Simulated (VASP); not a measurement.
Here is a VASP 6.6.1 calculation.

INCAR

```
SYSTEM = SiMo6
PREC     = Accurate       ! precision mode
ENCUT    = 520            ! plane-wave cutoff, eV
EDIFF    = 1E-6           ! SCF threshold, eV
ISMEAR   = 0              ! smearing method
SIGMA    = 0.1            ! smearing width, eV
LREAL    = .FALSE.        ! projectors in reciprocal space
LASPH    = .TRUE.         ! aspherical terms in the spheres
NELM     = 60             ! most SCF steps
ALGO     = Normal         ! electronic algorithm
ISIF     = 2              ! what is computed and relaxed
LWAVE    = .FALSE.        ! write WAVECAR
LCHARG   = .FALSE.        ! write CHGCAR
LDIPOL   = .TRUE.       
IDIPOL   = 3            
DIPOL    = 0.5 0.5 0.341
GGA      = PS             ! functional
NBANDS   = 53             ! bands
```

Contents of KPOINTS:

```
Automatic mesh
0
G
  6 6 1
  0 0 0
```

POSCAR

```
SiMo6
1.0
    4.4256825773      0.0000000000      0.0000000000
   -2.2128412886      3.8327535410      0.0000000000
    0.0000000000      0.0000000000     19.7247696212
Mo Si
6 1
Direct
    0.6666666667      0.3333333333      0.2027907082
    0.3333333333      0.6666666667      0.2485904154
    0.0000000000      0.0000000000      0.2943901226
    0.6666666667      0.3333333333      0.3368101106
    0.3333333333      0.6666666667      0.3772266206
    0.0000000000      0.0000000000      0.4169767140
    0.8888888889      0.2222222222      0.5117763240
```

Potentials or basis: VASP PAW PBE potentials, release 64 (Mo_sv, Si).

Run with:

```sh
$ cat potpaw_PBE.64/Mo_sv/POTCAR potpaw_PBE.64/Si/POTCAR > POTCAR
$ mpirun -np 1 vasp_std > vasp.out
```

Q: What does it give for the largest force?

A: 2.304 eV/Å.

Q: What does it give for the band gap on the k mesh?

A: Zero (bands 44 and 45 overlap by 0.14 eV).

Forces on the atoms (eV/Å):
```
Mo   0.043  0.015  1.852
Mo   0.112 -0.079 -0.427
Mo  -0.353  0.221 -2.266
Mo  -0.158 -0.058 -0.740
Mo   0.183 -0.178  1.713
Mo   1.470 -1.075 -0.159
Si  -1.296  1.156  0.028
```

Caveat: the PAW data sets were made with another functional, which shifts forces and pressure a little.
